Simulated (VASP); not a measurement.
# BaS (Fm-3m) in VASP: a series of runs

Aim: see how the results for BaS move with the level of theory and the settings. Levels: PBE, HSE06, PBE0. Tasks: single point, relaxation of cell and atoms.

All numbers are computed with VASP 6.6.1; they aren't measurements. Logs are shortened: lines on timing, memory, paths and dates and some standing lists are left out, and cuts for length are marked.

## Step 1: The cell of the first run

The structure is cubic, space group Fm-3m (No. 225). The conventional cell has a = 6.388 Å, b = 6.388 Å, c = 6.388 Å, α = 90.00°, β = 90.00°, γ = 90.00°. Ba (site symmetry m-3m) has 6 S at 3.19 Å within 4.2 Å. S (site symmetry m-3m) has 6 Ba at 3.19 Å within 4.2 Å.

## Step 2: Single point, PBE

INCAR

```
ALGO     = Normal         # electronic algorithm
EDIFF    = 1E-6           # SCF threshold, eV
ENCUT    = 500            # plane-wave cutoff, eV
GGA      = PE             # functional
GGA_COMPAT= F            
ISIF     = 2              # what is computed and relaxed
ISMEAR   = 0              # smearing method
LASPH    = T              # aspherical terms in the spheres
LCHARG   = F              # write CHGCAR
LREAL    = F              # projectors in reciprocal space
LWAVE    = F              # write WAVECAR
NBANDS   = 15             # bands
NELM     = 120            # most SCF steps
PREC     = Accurate       # precision mode
SIGMA    = 0.018000000000000002 # smearing width, eV
```

KPOINTS

```
k-points
0
Gamma
  7 7 7
```

POSCAR

```
BaS
1.0
    0.0000000000      3.1937500000      3.1937500000
    3.1937500000      0.0000000000      3.1937500000
    3.1937500000      3.1937500000      0.0000000000
Ba S
1 1
Direct
    0.0000000000      0.0000000000      0.0000000000
    0.5000000000      0.5000000000      0.5000000000
```

Potentials or basis: VASP PAW PBE potentials, release 64 (Ba_sv, S).

Command:

```bash
cat potpaw_PBE.64/Ba_sv/POTCAR potpaw_PBE.64/S/POTCAR > POTCAR
mpirun -np 1 vasp_std > vasp.out
```

OUTCAR:

```text
EDIFF = 1E-6
   ENCUT = 500
   GGA = PE
   ISIF = 2
   ISMEAR = 0
   LASPH = T
   LREAL = F
   NELM = 120
   PREC = Accurate

 ion  position               nearest neighbor table
   1  0.000  0.000  0.000-   2 3.19   2 3.19   2 3.19   2 3.19   2 3.19   2 3.19
   2  0.500  0.500  0.500-   1 3.19   1 3.19   1 3.19   1 3.19   1 3.19   1 3.19

  LATTYP: Found a face centered cubic cell.
 ALAT       =     6.3875000000

  Lattice vectors:

 A1 = (   0.0000000000,   3.1937500000,   3.1937500000)
 A2 = (   3.1937500000,   0.0000000000,   3.1937500000)
 A3 = (   3.1937500000,   3.1937500000,   0.0000000000)

Analysis of symmetry for initial positions (statically):
=====================================================================
 Subroutine PRICEL returns:
 Original cell was already a primitive cell.

 Routine SETGRP: Setting up the symmetry group for a
 face centered cubic supercell.

 Subroutine GETGRP returns: Found 48 space group operations
 (whereof 48 operations were pure point group operations)
 out of a pool of 48 trial point group operations.

The static configuration has the point symmetry O_h .

Analysis of symmetry for dynamics (positions and initial velocities):
=====================================================================
 Subroutine PRICEL returns:
 Original cell was already a primitive cell.

 Routine SETGRP: Setting up the symmetry group for a
 face centered cubic supercell.

 Subroutine GETGRP returns: Found 48 space group operations
 (whereof 48 operations were pure point group operations)
 out of a pool of 48 trial point group operations.

The dynamic configuration has the point symmetry O_h .

 Subroutine INISYM returns: Found 48 space group operations
 (whereof 48 operations are pure point group operations),
 and found     1 'primitive' translations

----------------------------------------------------------------------------------------

                                     Primitive cell

  volume of cell :      65.1527

  direct lattice vectors                    reciprocal lattice vectors
     0.000000000  3.193750000  3.193750000    -0.156555773  0.156555773  0.156555773
     3.193750000  0.000000000  3.193750000     0.156555773 -0.156555773  0.156555773
     3.193750000  3.193750000  0.000000000     0.156555773  0.156555773 -0.156555773

  length of vectors
     4.516644565  4.516644565  4.516644565     0.271162553  0.271162553  0.271162553

  position of ions in fractional coordinates (direct lattice)
     0.000000000  0.000000000  0.000000000
     0.500000000  0.500000000  0.500000000

  ion indices of the primitive-cell ions
   primitive index   ion index
                 1           1
                 2           2

----------------------------------------------------------------------------------------

 KPOINTS: k-points

Automatic generation of k-mesh.
 Grid dimensions read from file:
 generate k-points for:    7    7    7

 Generating k-lattice:

  Cartesian coordinates                     Fractional coordinates (reciprocal lattice)
    -0.022365110  0.022365110  0.022365110     0.142857143  0.000000000  0.000000000
     0.022365110 -0.022365110  0.022365110     0.000000000  0.142857143  0.000000000
     0.022365110  0.022365110 -0.022365110     0.000000000  0.000000000  0.142857143

  Length of vectors
     0.038737508  0.038737508  0.038737508

  Shift w.r.t. Gamma in fractional coordinates (k-lattice)
     0.000000000  0.000000000  0.000000000

 Subroutine IBZKPT returns following result:
 ===========================================

 Found     20 irreducible k-points:

 Following reciprocal coordinates:
            Coordinates               Weight
  0.000000  0.000000  0.000000      1.000000
  0.142857  0.000000  0.000000      8.000000
  0.285714  0.000000  0.000000      8.000000
  0.428571  0.000000  0.000000      8.000000
  0.142857  0.142857  0.000000      6.000000
  0.285714  0.142857  0.000000     24.000000
[... 12 lines left out ...]
 -0.428571  0.428571  0.142857     24.000000
 -0.285714  0.428571  0.142857     24.000000
   k-points           NKPTS =     20   k-points in BZ     NKDIM =     20   number of bands    NBANDS=     15
   number of dos      NEDOS =    301   number of ions     NIONS =      2
   total plane-waves  NPLWV =  46656
   dimension x,y,z NGX =    36 NGY =   36 NGZ =   36
   dimension x,y,z NGXF=    72 NGYF=   72 NGZF=   72
   ions per type =               1   1
   NGX,Y,Z   is equivalent  to a cutoff of  13.25, 13.25, 13.25 a.u.
   NGXF,Y,Z  is equivalent  to a cutoff of  26.50, 26.50, 26.50 a.u.
 SYSTEM =  unknown system
   PREC   = accura    normal or accurate (medium, high low for compatibility)
   ISTART =      0    job   : 0-new  1-cont  2-samecut
   ICHARG =      2    charge: 1-file 2-atom 10-const
   ISPIN  =      1    spin polarized calculation?
   LNONCOLLINEAR =      F non collinear calculations
   LSORBIT =      F    spin-orbit coupling
   LASPH  =      T    aspherical Exc in radial PAW
   ENCUT  =  500.0 eV  36.75 Ry    6.06 a.u.   8.23  8.23  8.23*2*pi/ulx,y,z
   NELM   =    120;   NELMIN=  2; NELMDL= -5     # of ELM steps
   EDIFF  = 0.1E-05   stopping-criterion for ELM
   LREAL  =      F    real-space projection
   EDIFFG = 0.1E-04   stopping-criterion for IOM
   NSW    =      0    number of steps for IOM
   IBRION =     -1    ionic relax: 0-MD 1-quasi-New 2-CG
   NFREE  =      0    steps in history (QN), initial steepest desc. (CG)
   ISIF   =      2    stress and relaxation
   ISYM   =      2    0-nonsym 1-usesym 2-fastsym
   POTIM  = 0.5000    time-step for ionic-motion
   TEBEG  =    0.0;   TEEND  =   0.0 temperature during run
   PSTRESS=    0.0 pullay stress
   NELECT =      16.0000    total number of electrons
   NUPDOWN=      -1.0000    fix difference up-down
   EMIN   =  10.00;   EMAX   =-10.00  energy-range for DOS
   EFERMI =   0.00;   METHOD = LEGACY
   ISMEAR =     0;   SIGMA  =   0.02  broadening in eV -4-tet -1-fermi 0-gaus
   EFERMI_NEDOS =   21; number of points for ismear=-14 and -15
   IALGO  =     38    algorithm
   IMIX   =      4    mixing-type and parameters
     AMIX     =   0.40;   BMIX     =  1.00
     AMIX_MAG =   1.60;   BMIX_MAG =  1.00
  volume/ion in A,a.u.               =      32.58       219.84
  Fermi-wavevector in a.u.,A,eV,Ry     =   1.025189  1.937326 14.299891  1.051012
  Thomas-Fermi vector in A             =   2.159016
   LORBIT       =      0    0 simple, 1 ext, 2 COOP (PROOUT), +10 PAW based schemes
   GGA     = PE    functional components
   LHFCALC =     F    Hartree Fock is set to
   AEXX    =    0.0000 exact exchange contribution
   IVDW    =     0    specifies the selected vdW correction
   LEPSILON=     F    determine dielectric tensor
   LRPA    =     F    only Hartree local field effects (RPA)
 non-spin polarized calculation
 Gauss-broadening in eV      SIGMA  =   0.02
  energy-cutoff  :      500.00
  volume of cell :       65.15
 maximum number of plane-waves:      1673
 NGX is ok and might be reduce to    36
   NGX = 17   NGY = 17   NGZ = 17

 number of electron      16.0000001 magnetization

 Free energy of the ion-electron system (eV)
  ---------------------------------------------------
  ext. energy  EPLUGINS =         0.00000000
  ---------------------------------------------------
  free energy    TOTEN  =       -10.18453578 eV

  energy without entropy =      -10.18453578  energy(sigma->0) =      -10.18453578

 E-fermi :   1.5773     XC(G=0):  -8.6259

 val. band max:        1.4539025761   @ k =   0.0000   0.0000   0.0000
 cond. band min:       3.6205322717   @ k =   0.4286   0.4286   0.0000
 fundamental gap:      2.1666296956
 Fermi energy:         1.5773203405

 k-point     1 :       0.0000    0.0000    0.0000
  band No.  band energies     occupation
      1     -24.6208      2.00000
      2      -9.6761      2.00000
      3      -9.6761      2.00000
      4      -9.6761      2.00000
      5      -8.9067      2.00000
      6       1.4539      2.00000
      7       1.4539      2.00000
      8       1.4539      2.00000
      9       5.0532      0.00000
     10       5.3225      0.00000
     11       5.3225      0.00000
     12       5.3225      0.00000
     13       6.2483      0.00000
     14       6.2483      0.00000
     15      10.1888      0.00000

 k-point     2 :       0.1429    0.0000    0.0000
  band No.  band energies     occupation
      1     -24.6124      2.00000
      2     -10.0431      2.00000
      3      -9.6835      2.00000
      4      -9.6835      2.00000
      5      -8.5222      2.00000
      6       0.9436      2.00000
      7       1.1885      2.00000
      8       1.1885      2.00000
      9       5.3361      0.00000
     10       5.6255      0.00000
     11       5.6255      0.00000
     12       5.8101      0.00000
     13       6.8329      0.00000
     14       6.8329      0.00000
     15      10.9877      0.00000

 k-point     3 :       0.2857    0.0000    0.0000
  band No.  band energies     occupation
      1     -24.5935      2.00000
      2     -10.5101      2.00000
      3      -9.6997      2.00000
      4      -9.6997      2.00000
      5      -8.0131      2.00000
      6       0.1127      2.00000
      7       0.7148      2.00000
      8       0.7148      2.00000
      9       5.6905      0.00000
     10       6.4574      0.00000
     11       6.4574      0.00000
     12       7.1587      0.00000
     13       8.2360      0.00000
     14       8.2360      0.00000
     15      12.0394      0.00000

 k-point     4 :       0.4286    0.0000    0.0000
  band No.  band energies     occupation
      1     -24.5783      2.00000
      2     -10.7794      2.00000
      3      -9.7126      2.00000
      4      -9.7126      2.00000
      5      -7.7062      2.00000
      6      -0.4119      2.00000
      7       0.4081      2.00000
      8       0.4081      2.00000
      9       6.5349      0.00000
     10       7.5058      0.00000
     11       7.5197      0.00000
     12       7.5197      0.00000
     13       9.8057      0.00000
     14       9.8057      0.00000
     15      11.0635      0.00000
[... 235 lines left out ...]
 k-point    18 :      -0.4286    0.2857    0.1429
  band No.  band energies     occupation
      1     -24.5694      2.00000
      2     -10.5359      2.00000
      3      -9.8989      2.00000
      4      -9.7947      2.00000
      5      -8.0438      2.00000
      6       0.0691      2.00000
      7       0.5836      2.00000
      8       0.8535      2.00000
      9       5.5557      0.00000
     10       6.7045      0.00000
     11       7.8912      0.00000
     12       8.0912      0.00000
     13       9.2869      0.00000
     14      10.3805      0.00000
     15      10.6860      0.00000

 k-point    19 :      -0.4286    0.4286    0.1429
  band No.  band energies     occupation
      1     -24.5649      2.00000
      2     -10.2762      2.00000
      3      -9.9445      2.00000
      4      -9.9140      2.00000
      5      -8.3934      2.00000
      6       0.5929      2.00000
      7       0.8309      2.00000
      8       1.1069      2.00000
      9       4.4463      0.00000
     10       7.2831      0.00000
     11       7.6332      0.00000
     12       8.5837      0.00000
     13       8.7996      0.00000
     14       9.5264      0.00000
     15      10.8838      0.00000

 k-point    20 :      -0.2857    0.4286    0.1429
  band No.  band energies     occupation
      1     -24.5635      2.00000
      2     -10.3131      2.00000
      3     -10.0369      2.00000
      4      -9.8907      2.00000
      5      -8.2358      2.00000
      6       0.3128      2.00000
      7       0.8650      2.00000
      8       0.9348      2.00000
      9       5.3865      0.00000
     10       6.2993      0.00000
     11       7.8671      0.00000
     12       8.5365      0.00000
     13       8.6794      0.00000
     14      10.6183      0.00000
     15      11.6462      0.00000

------------------------ aborting loop because EDIFF is reached ----------------------------------------

  FORCE on cell =-STRESS in cart. coord.  units (eV):
  Direction    XX          YY          ZZ          XY          YZ          ZX
  --------------------------------------------------------------------------------------
  -------------------------------------------------------------------------------------
  Total        0.5790060      0.5790060      0.5790060      0.0000000     -0.0000000      0.0000000
  in kB       14.2383910     14.2383910     14.2383910      0.0000000     -0.0000000      0.0000000
  external PRESSURE =      14.2383910 kB  Pullay stress =       0.0000000 kB

 VOLUME and BASIS-vectors are now :
 -----------------------------------------------------------------------------
  energy-cutoff  :      500.00
  volume of cell :       65.15
      direct lattice vectors                 reciprocal lattice vectors
     0.000000000  3.193750000  3.193750000    -0.156555773  0.156555773  0.156555773
     3.193750000  0.000000000  3.193750000     0.156555773 -0.156555773  0.156555773
     3.193750000  3.193750000  0.000000000     0.156555773  0.156555773 -0.156555773

 POSITION                                       TOTAL-FORCE (eV/Angst)
 -----------------------------------------------------------------------------------
      0.00000      0.00000      0.00000         0.000000     -0.000000      0.000000
      3.19375      3.19375      3.19375        -0.000000      0.000000     -0.000000
 -----------------------------------------------------------------------------------
    total drift:                                0.000000      0.000000      0.000000

  FREE ENERGIE OF THE ION-ELECTRON SYSTEM (eV)
  ---------------------------------------------------
  free  energy   TOTEN  =       -10.1845357796 eV

  energy  without entropy=      -10.1845357796  energy(sigma->0) =      -10.18453578
```

It took 29 s on 1 thread of Intel Xeon Platinum 8259CL at 2.50GHz (Skylake/Cascade Lake), shared host; peak memory 0.2 GiB.

Results:

```
Free energy            : -10.1845 eV
Pressure               : 1.4 GPa
Band gap on the k mesh : 2.17 eV (least direct gap 2.31 eV)
```

Caveat: spin-orbit coupling is left out, which moves the levels of the heavy elements; an odd mesh through Γ misses points on the zone boundary, where band edges can lie.

## Step 3: Single point, HSE06

This run uses another cell than the first one, of 32.91 Å³/atom.

POSCAR

```
BaS
1.0
    0.0000000000      3.2047128497      3.2047128497
    3.2047128497      0.0000000000      3.2047128497
    3.2047128497      3.2047128497      0.0000000000
Ba S
1 1
Direct
    0.0000000000      0.0000000000      0.0000000000
    0.5000000000      0.5000000000      0.5000000000
```

INCAR.step1

```
SYSTEM = BaS
PREC = Accurate ; ENCUT = 520
EDIFF = 1E-5 ; ISMEAR = -1
SIGMA = 0.05 ; LREAL = .False.
LASPH = .True. ; NELM = 60
ALGO = Normal ; ISIF = 2
LWAVE = .True. ; LCHARG = .False.
NBANDS = 15 ; GGA = PE
```

INCAR.step2

```
SYSTEM = BaS
PREC = Accurate ; ENCUT = 520
EDIFF = 1E-7 ; ISMEAR = -1
SIGMA = 0.05 ; LREAL = .False.
LASPH = .True. ; NELM = 60
ALGO = Normal ; ISIF = 2
LWAVE = .False. ; LCHARG = .False.
GGA = PE ; LHFCALC = .True.
HFSCREEN = 0.2079 ; PRECFOCK = Normal
NBANDS = 15 ; ISTART = 1
```

KPOINTS

```
regular mesh
0
Gamma
  4 4 4
  0 0 0
```

Potentials or basis: VASP PAW PBE potentials, release 64 (Ba_sv, S).

Command:

```bash
cat potpaw_PBE.64/Ba_sv/POTCAR potpaw_PBE.64/S/POTCAR > POTCAR
cp INCAR.step1 INCAR
mpirun -np 1 vasp_std > vasp.out
cp INCAR.step2 INCAR
mpirun -np 1 vasp_std > vasp.out
```

Run time: 9.4 min. Hardware: 1 thread of Intel Xeon Platinum 8259CL at 2.50GHz (Skylake/Cascade Lake), shared host; peak memory 0.32 GiB.

Results (log left out):

- Free energy: -11.5437 eV
- Pressure: 0.5 GPa
- Band gap on the k mesh: 3.04 eV (least direct gap 3.20 eV)

Levels at points of the mesh, in eV from the valence-band top:
```tsv
k point	band 5	band 6	band 7	band 8	band 9	band 10	band 11	band 12
(0.00, 0.00, 0.00)	-11.42	0.00	0.00	0.00	4.53	4.91	4.91	4.91
(0.50, 0.00, 0.00)	-9.93	-2.05	-1.13	-1.13	6.62	6.67	7.51	7.51
(0.50, 0.50, 0.00)	-11.31	-0.60	-0.16	-0.16	3.04	7.07	7.13	8.76
```

Caveat: the k points lie up to 0.42 Å⁻¹ apart; the PAW data sets were made with another functional, which shifts forces and pressure a little; spin-orbit coupling is left out, which moves the levels of the heavy elements.

(Continued in part 2 of 2.)
